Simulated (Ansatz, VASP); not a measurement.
## One calculation of NaI, two programs

```
CELL_PARAMETERS angstrom
0.00000 3.22963 3.22963
3.22963 0.00000 3.22963
3.22963 3.22963 0.00000
ATOMIC_POSITIONS crystal
Na 0.00000 0.00000 0.00000
I 0.50000 0.50000 0.50000
```

Alike in both runs: task single point; functional PBE-based global hybrid; k mesh 4 × 4 × 4; no spin polarisation.

|  | VASP | Ansatz |
| --- | --- | --- |
| version | VASP 6.6.1 | Ansatz 0.2.0 |
| potentials or method | VASP PAW PBE potentials, release 64 (Na_pv, I) | plane waves |
| plane-wave cutoff (eV) | 520 | 420 |
| occupations | gaussian, width 0.01 eV | fixed |
| valence electrons in the cell | 14 | 26 |

Ansatz gave:

* gap on the k mesh at the Fermi level (eV): 10.78
* pressure (GPa): -0.8

**Question.** What did VASP give for the same quantities?

**Answer.** gap on the k mesh at the Fermi level (eV): 10.83; pressure (GPa): -1.0.

VASP's potentials were made for PBE, not for PBE-based global hybrid. VASP's potentials hold 14 valence electrons a cell and Ansatz's 26, so a difference there can come from the potentials and not from the codes. Ansatz's warnings: stress exchange threshold loose, stress scf threshold loose.

The k mesh is coarse, so the values compare programs but aren't converged. Neither program's run includes spin-orbit coupling.
